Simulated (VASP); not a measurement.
Input of a VASP 6.6.1 run:

Contents of INCAR:

```
ALGO = Normal
EDIFF = 1E-6
ENCUT = 520
GGA = PS
ISIF = 2
ISMEAR = 0
LASPH = T
LCHARG = F
LREAL = F
LWAVE = F
NBANDS = 24
NELM = 80
PREC = Accurate
SIGMA = 0.01
```

KPOINTS

```
k-points
0
Gamma
  4 4 2
```

POSCAR

```
KI
1.0
    2.5126600000     -4.2552270000      0.0000000000
    2.5126600000      4.2552270000      0.0000000000
    0.0000000000      0.0000000000      8.6765890000
K I
2 2
Direct
    0.5000000000      0.5000000000      0.5000000000
    0.5000000000      0.5000000000      0.0000000000
    0.8402300000      0.1597700000      0.2500000000
    0.1597700000      0.8402300000      0.7500000000
```

Potentials or basis: VASP PAW PBE potentials, release 64 (K_sv, I).

The run is started by

```sh
$ cat potpaw_PBE.64/K_sv/POTCAR potpaw_PBE.64/I/POTCAR > POTCAR
$ mpirun -np 1 vasp_std > vasp.out
```

What does it give for the largest force?

0.030 eV/Å.

What does it give for the pressure?

-0.7 GPa.

Forces in eV/Å, atoms in the order of the input:
```
K    0.000  0.000  0.000
K    0.000  0.000  0.000
I    0.000  0.030  0.000
I    0.000 -0.030  0.000
```

Caveat: the PAW data sets were made with another functional, which shifts forces and pressure a little.
